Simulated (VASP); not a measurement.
A run of VASP 6.6.1 is set up as follows.

File INCAR:

```
ALGO = Normal
EDIFF = 1E-6
ENCUT = 520
GGA = PS
ISIF = 2
ISMEAR = 0
LASPH = T
LCHARG = F
LREAL = F
LWAVE = F
NBANDS = 10
NELM = 60
PREC = Accurate
SIGMA = 0.15
```

File KPOINTS:

```
k-points
0
Gamma
  18 18 10
```

Contents of POSCAR:

```
Al
1.0
    2.7699000000      0.0000000000      0.0000000000
   -1.3849500000      2.3988037660      0.0000000000
    0.0000000000      0.0000000000      4.5641000000
Al
2
Direct
    0.6666666667      0.3333333333      0.7500000000
    0.3333333333      0.6666666667      0.2500000000
```

Potentials or basis: VASP PAW PBE potentials, release 64 (Al).

Launch:

```bash
$ cat potpaw_PBE.64/Al/POTCAR > POTCAR
$ mpirun -np 1 vasp_std > vasp.out
```

(1) What does it give for the band gap on the k mesh?

(2) Estimate the pressure.

Results:

(1) zero (band 3 reaches 13.09 eV, above the bottom of band 4 at 5.56 eV).

(2) 6.9 GPa.

Caveat: the PAW data sets were made with another functional, which shifts forces and pressure a little.
